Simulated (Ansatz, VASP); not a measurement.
SiC in VASP and in Ansatz

```xyz
8
Lattice="3.0776 0.0000 0.0000 -1.5388 2.6652 0.0000 0.0000 0.0000 9.9760" Properties=species:S:1:pos:R:3 pbc="T T T"
Si    0.0000    0.0000   -0.0041
Si    0.0000    1.7768    2.4908
Si    0.0000    0.0000    4.9838
Si    1.5388    0.8884    7.4788
C     0.0000    0.0000    1.8707
C     0.0000    1.7768    4.3716
C     0.0000    0.0000    6.8587
C     1.5388    0.8884    9.3596
```

Change from the starting cell: uniaxial_z strain -1.0%.

Alike in both runs: task single point; functional r2SCAN; k mesh 12 × 12 × 4; no spin polarisation.

|  | VASP | Ansatz |
| --- | --- | --- |
| version | VASP 6.6.1 | Ansatz 0.2.0 |
| potentials or method | VASP PAW PBE potentials, release 64 (Si, C) | plane waves, PAW |
| plane-wave cutoff (eV) | 520 | 500 |
| occupations | gaussian, width 0.01 eV | fixed |
| valence electrons in the cell | 32 | 32 |

Ansatz gave:

- gap on the k mesh at the Fermi level (eV): 2.62
- pressure (GPa): 2.3
- traceless stress, the component that is largest in VASP (GPa): 3.54

Question: Which values does VASP return?

Answer: gap on the k mesh at the Fermi level (eV): 2.63; pressure (GPa): 2.1; traceless stress, the component that is largest in VASP (GPa): 3.57.

VASP's potentials were made for PBE, not for r2SCAN.
